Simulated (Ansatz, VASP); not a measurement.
**NiO: VASP beside Ansatz**

```
Ni O
1.0
     2.09546    2.09546    4.16308
     4.16308    2.09546    2.09546
     2.09546    4.16308    2.09546
Ni O
2 2
Direct
  0.00000 0.00000 0.00000
  0.50000 0.50000 0.50000
  0.25000 0.25000 0.25000
  0.75000 0.75000 0.75000
```

Alike in both runs: task single point; functional PBE; k mesh 8 × 8 × 8; collinear spin; Hubbard terms Ni d U = 5.0 eV.

```csv
,VASP,Ansatz
version,VASP 6.6.1,Ansatz 0.2.0
potentials or method,"VASP PAW PBE potentials, release 64 (Ni, O)","scalar-relativistic, plane waves, PAW"
plane-wave cutoff (eV),520,420
occupations,"gaussian, width 0.01 eV",fixed
valence electrons in the cell,32,48
```

```tsv
	VASP	Ansatz	Ansatz less VASP
gap on the k mesh at the Fermi level (eV)	3.18	3.07	-0.107
least direct gap on the mesh (eV)	3.58	3.50	-0.077
pressure (GPa)	5.5	13.9	+8.33
traceless stress, the component that is largest in VASP (GPa)	-0.70	-0.68	+0.022
net moment per atom (μB)	0.00	0.00	0.000
size of the moment on the site where the two differ most (μB)	1.68	1.62	-0.060
```

Site moments also hang on the region over which each program counts them. The programs project onto different local orbitals, so the same U acts differently, and such runs can settle in different states. VASP's potentials hold 32 valence electrons a cell and Ansatz's 48, so a difference there can come from the potentials and not from the codes. Ansatz's warnings: metallic iterate.
